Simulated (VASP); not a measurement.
CoSi2, 3 atoms in the cell. It takes space group Fm-3m (No. 225, cubic). Conventional cell: a = 5.356 Å, b = 5.356 Å, c = 5.356 Å, α = 90.00°, β = 90.00°, γ = 90.00°. Co (site symmetry m-3m) has 8 Si at 2.32 Å within 3.1 Å. Within 3.1 Å of Si (site symmetry -43m) lie 4 Co at 2.32 Å and 6 Si at 2.68 Å. 

| Quantity | Value |
| --- | --- |
| Program | VASP 6.6.1 |
| Task | single point |
| Functional | PBE |
| Potentials or basis | VASP PAW PBE potentials, release 64 (Co, Si) |
| Cutoff | 520 eV |
| k mesh | 7 × 7 × 7 |
| Occupations | fermi-dirac, width 0.05 eV |
| Spin | collinear spin, ferromagnetic start |
| Starting moments | [4.0, 0.0, 0.0] μB |
| Fixed moment | 4 μB |
| Dipole correction | no |
| Further INCAR settings | ALGO = Normal; EDIFF = 1e-07; NBANDS = 20 |

Potentials or basis: VASP PAW PBE potentials, release 64 (Co, Si).

Run with:

```console
$ cat potpaw_PBE.64/Co/POTCAR potpaw_PBE.64/Si/POTCAR > POTCAR
$ mpirun -np 1 vasp_std > vasp.out
```

Hardware: 1 thread of Intel(R) Xeon(R) 6975P-C (Granite Rapids), on a shared host.

Problem. How long does it take, and how much memory?

Solution. Run time: 20 s on 1 thread of Intel(R) Xeon(R) 6975P-C (Granite Rapids), on a shared host, peak memory 0.17 GiB. Counts: scf iterations 16, k points 20.
